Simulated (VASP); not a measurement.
A run of VASP 6.6.1 is set up as follows.

File POSCAR:

```
HfO2
1.0
    4.8382984025      0.0000000000      0.0000000000
    0.0000000000      4.8382984025      0.0000000000
    0.0000000000      0.0000000000      3.2199930745
Hf O
2 4
Direct
    0.0000000000      0.0000000000      0.0000000000
    0.5000000000      0.5000000000      0.5000000000
    0.1949543468      0.8050456532      0.5000000000
    0.3050456532      0.3050456532      0.0000000000
    0.6949543468      0.6949543468      0.0000000000
    0.8050456532      0.1949543468      0.5000000000
```

INCAR.step1

```
SYSTEM = HfO2
ALGO     = Normal         ! electronic algorithm
EDIFF    = 1E-4           ! SCF threshold, eV
ENCUT    = 520            ! plane-wave cutoff, eV
GGA      = PE             ! functional
ISMEAR   = -1             ! smearing method
LASPH    = .TRUE.         ! aspherical terms in the spheres
LCHARG   = .FALSE.        ! write CHGCAR
LREAL    = .FALSE.        ! projectors in reciprocal space
LWAVE    = .TRUE.         ! write WAVECAR
NBANDS   = 31             ! bands
NELM     = 60             ! most SCF steps
PREC     = Accurate       ! precision mode
SIGMA    = 0.02           ! smearing width, eV
```

The input INCAR.step2:

```
SYSTEM = HfO2
ALGO     = Normal         ! electronic algorithm
EDIFF    = 1E-7           ! SCF threshold, eV
ENCUT    = 520            ! plane-wave cutoff, eV
ISIF     = 2              ! what is computed and relaxed
ISMEAR   = -1             ! smearing method
ISTART   = 1            
LASPH    = .TRUE.         ! aspherical terms in the spheres
LCHARG   = .FALSE.        ! write CHGCAR
LMIXTAU  = .TRUE.       
LREAL    = .FALSE.        ! projectors in reciprocal space
LWAVE    = .FALSE.        ! write WAVECAR
METAGGA  = R2SCAN         ! meta-GGA
NBANDS   = 31             ! bands
NELM     = 60             ! most SCF steps
PREC     = Accurate       ! precision mode
SIGMA    = 0.02           ! smearing width, eV
```

File KPOINTS:

```
k-points
0
G
  6 6 8
  0 0 0
```

Potentials or basis: VASP PAW PBE potentials, release 64 (Hf_pv, O).

Launch:

```bash
$ cat potpaw_PBE.64/Hf_pv/POTCAR potpaw_PBE.64/O/POTCAR > POTCAR
$ cp INCAR.step1 INCAR
$ mpirun -np 1 vasp_std > vasp.out
$ cp INCAR.step2 INCAR
$ mpirun -np 1 vasp_std > vasp.out
```

Q: Predict the largest force.

A: 0.056 eV/Å.

Q: Estimate the pressure.

A: -3.2 GPa.

Q: What does it give for the band gap on the k mesh?

A: 4.47 eV, direct.

Forces in eV/Å, atoms in the order of the input:
```
Hf   0.000  0.000  0.000
Hf   0.000  0.000  0.000
O   -0.040  0.040  0.000
O    0.040  0.040  0.000
O   -0.040 -0.040  0.000
O    0.040 -0.040  0.000
```

Caveat: the PAW data sets were made with another functional, which shifts forces and pressure a little; spin-orbit coupling is left out, which moves the levels of the heavy elements. A k mesh can miss the band edges.
